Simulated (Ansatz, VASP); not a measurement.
## HfB: VASP beside Ansatz

INCAR

```
PREC = Accurate
ENCUT = 500
EDIFF = 1E-6
ISMEAR = 0
SIGMA = 0.05
LREAL = False
LASPH = True
NELM = 120
ALGO = Normal
ISIF = 2
LWAVE = False
LCHARG = False
GGA = PE
IVDW = 13
NBANDS = 14
GGA_COMPAT = False
```

Contents of KPOINTS:

```
Automatic mesh
0
Gamma
  8 8 8
```

Contents of POSCAR:

```
HfB
1.0
    0.0000000000      2.3841364495      2.3841364495
    2.3841364495      0.0000000000      2.3841364495
    2.3841364495      2.3841364495      0.0000000000
Hf B
1 1
Direct
    0.5000000000      0.5000000000      0.5000000000
    0.0000000000      0.0000000000      0.0000000000
```

Input for Ansatz:

```yaml
crystal:
  lattice:
    - [0.0, 2.3841364495, 2.3841364495]
    - [2.3841364495, 0.0, 2.3841364495]
    - [2.3841364495, 2.3841364495, 0.0]
  atoms:
    - { symbol: Hf, position: [0.5, 0.5, 0.5] }
    - { symbol: B, position: [0.0, 0.0, 0.0] }
basis:
  ecutwfc: 420
  ecutrho_ratio: 4
kpoints:
  mp_grid: { grid: [8, 8, 8] }
hamiltonian:
  xc: pbe
  dispersion: d4
scf:
  occupations: { method: gaussian, width: 0.05 }
output:
  forces: true
  stress: true
  eigenvalues: true
```

Alike in both runs: task single point; functional PBE; dispersion D4; k mesh 8 × 8 × 8; occupations gaussian, width 0.05 eV; no spin polarisation.

|  | VASP | Ansatz |
| --- | --- | --- |
| version | VASP 6.6.1 | Ansatz 0.2.0 |
| potentials or method | VASP PAW PBE potentials, release 64 (Hf_pv, B), cutoff 500 eV | scalar-relativistic, plane waves, PAW |
| valence electrons in the cell | 13 | 29 |

VASP gave:

- gap on the k mesh at the Fermi level (eV): none
- pressure (GPa): 3.9

Task: What did Ansatz give for the same quantities?

Result: gap on the k mesh at the Fermi level (eV): none; pressure (GPa): 3.7.

A gap of «none» marks a metal or a gap that the smearing closes. VASP's potentials hold 13 valence electrons a cell and Ansatz's 29, so a difference there can come from the potentials and not from the codes.

Spin-orbit coupling is off throughout.
